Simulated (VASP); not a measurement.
Here is a VASP 6.6.1 calculation.

The input INCAR:

```
  PREC = Accurate
  ENCUT = 600
  EDIFF = 1E-7
  ISMEAR = 0
  SIGMA = 0.01
  LREAL = False
  LASPH = True
  NELM = 120
  ALGO = Normal
  ISIF = 3
  LWAVE = False
  LCHARG = False
  GGA = PE
  IBRION = 2
  NSW = 50
  EDIFFG = -0.01
  GGA_COMPAT = False
  NELMIN = 4
```

The input KPOINTS:

```
Automatic mesh
0
Gamma
  10 10 10
```

File POSCAR:

```
AlN
1.0
    0.0000000000      1.9690000000      1.9690000000
    1.9690000000      0.0000000000      1.9690000000
    1.9690000000      1.9690000000      0.0000000000
Al N
1 1
Direct
    0.0000000000      0.0000000000      0.0000000000
    0.5000000000      0.5000000000      0.5000000000
```

Potentials or basis: VASP PAW PBE potentials, release 64 (Al, N).

Launch:

```bash
$ cat potpaw_PBE.64/Al/POTCAR potpaw_PBE.64/N/POTCAR > POTCAR
$ mpirun -np 1 vasp_std > vasp.out
```

Problem. What does it give for the relaxed volume?

Solution. 8.42 Å³/atom.

Problem. Predict the band gap on the k mesh.

Solution. 4.43 eV (least direct gap 5.41 eV).

Problem. Estimate the relaxed cell.

Solution. a = 2.877 Å, b = 2.877 Å, c = 2.877 Å, α = 60.00°, β = 60.00°, γ = 60.00°.

Problem. What does it give for the space group after relaxing (to 0.1 Å)?

Solution. Fm-3m (No. 225).

Final structure:
```
Al N
1.0
     0.00000    2.03412    2.03412
     2.03412    0.00000    2.03412
     2.03412    2.03412    0.00000
Al N
1 1
Direct
  0.00000 0.00000 0.00000
  0.50000 0.50000 0.50000
```

A k mesh can miss the band edges. A hybrid or GW would open this gap; PBE tends to underestimate it.
